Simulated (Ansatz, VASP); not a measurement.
Two plane-wave programs on GaP

```
Ga P
1.0
     0.00000    2.72525    2.72525
     2.45273    0.00000    2.72525
     2.45273    2.72525    0.00000
Ga P
1 1
Direct
  0.00000 0.00000 0.00000
  0.75000 0.75000 0.75000
```

Change from the starting cell: strain -0.1000 x Voigt [1, 0, 0, 0, 0, 0], atoms carried along.

Alike in both runs: task single point; functional r2SCAN; k mesh 8 × 8 × 8; occupations gaussian, width 0.05 eV; no spin polarisation.

|  | VASP | Ansatz |
| --- | --- | --- |
| version | VASP 6.6.1 | Ansatz 0.2.0 |
| potentials or method | VASP PAW PBE potentials, release 64 (Ga_d, P), cutoff 520 eV | scalar-relativistic, plane waves, PAW |
| valence electrons in the cell | 18 | 18 |

|  | VASP | Ansatz | Ansatz less VASP |
| --- | --- | --- | --- |
| gap on the k mesh at the Fermi level (eV) | 0.65 | 0.65 | -0.005 |
| least direct gap on the mesh (eV) | 2.85 | 2.87 | +0.027 |
| pressure (GPa) | 11.3 | 11.3 | +0.02 |
| traceless stress, the component that is largest in VASP (GPa) | 4.54 | 4.51 | -0.034 |

VASP's potentials were made for PBE, not for r2SCAN.
